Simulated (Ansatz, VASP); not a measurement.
Two plane-wave programs on CuI

```
Cu I
1.0
     4.02290    0.00000    0.00000
     0.00000    4.02290    0.00000
     0.00000    0.00000    5.65060
Cu I
2 2
Direct
  0.00000 0.00000 0.00000
  0.50000 0.50000 0.00000
  0.00000 0.50000 0.29130
  0.50000 0.00000 0.70870
```

Alike in both runs: task single point; functional LDA; k mesh 4 × 4 × 4; no spin polarisation.

|  | VASP | Ansatz |
| --- | --- | --- |
| version | VASP 6.6.1 | Ansatz 0.2.0 |
| potentials or method | VASP PAW LDA potentials, release 64 (Cu, I), cutoff 520 eV | plane waves, PAW |
| occupations | gaussian, width 0.01 eV | fixed |
| valence electrons in the cell | 36 | 72 |

Ansatz gave:

| Quantity | Value |
| --- | --- |
| pressure (GPa) | 0.4 |
| traceless stress, the component that is largest in VASP (GPa) | 0.62 |

Which values does VASP return?

Pressure (GPa): 0.5; traceless stress, the component that is largest in VASP (GPa): 0.58.

LDA's correlation is that of Perdew and Zunger in VASP and of Perdew and Wang (1992) in Ansatz. VASP's potentials hold 36 valence electrons a cell and Ansatz's 72, so a difference there can come from the potentials and not from the codes.

Spin-orbit coupling is off throughout.
